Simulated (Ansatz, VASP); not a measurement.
## GaP in VASP and in Ansatz

File INCAR:

```
  PREC = Accurate
  ENCUT = 500
  EDIFF = 1E-6
  ISMEAR = 0
  SIGMA = 0.01
  LREAL = False
  LASPH = True
  NELM = 120
  ALGO = Normal
  ISIF = 2
  LWAVE = False
  LCHARG = False
  GGA = PE
  NBANDS = 16
  GGA_COMPAT = False
```

Contents of KPOINTS:

```
regular mesh
0
Gamma
  6 6 6
```

File POSCAR:

```
GaP
1.0
    0.0000000000      2.6963468267      2.6963468267
    2.6963468267      0.0000000000      2.6963468267
    2.6963468267      2.6963468267      0.0000000000
Ga P
1 1
Direct
    0.0000000000      0.0000000000      0.0000000000
    0.2500000000      0.2500000000      0.2500000000
```

Input for Ansatz:

```yaml
crystal:
  lattice:
    - [0.0, 2.6963468267, 2.6963468267]
    - [2.6963468267, 0.0, 2.6963468267]
    - [2.6963468267, 2.6963468267, 0.0]
  atoms:
    - { symbol: Ga, position: [0.0, 0.0, 0.0] }
    - { symbol: P, position: [0.25, 0.25, 0.25] }
kpoints:
  mp_grid: { grid: [6, 6, 6] }
hamiltonian:
  xc: pbe
scf:
  occupations: { method: fixed }
  n_extra_bands: 4
output:
  forces: true
  stress: true
  eigenvalues: true
```

Alike in both runs: task single point; functional PBE; k mesh 6 × 6 × 6; no spin polarisation.

|  | VASP | Ansatz |
| --- | --- | --- |
| version | VASP 6.6.1 | Ansatz 0.2.0 |
| potentials or method | VASP PAW PBE potentials, release 64 (Ga_d, P) | plane waves, PAW |
| plane-wave cutoff (eV) | 500 | 420 |
| occupations | gaussian, width 0.01 eV | fixed |
| valence electrons in the cell | 18 | 18 |

|  | VASP | Ansatz | Ansatz less VASP |
| --- | --- | --- | --- |
| gap on the k mesh at the Fermi level (eV) | 1.58 | 1.58 | 0.000 |
| pressure (GPa) | 5.4 | 5.6 | +0.11 |
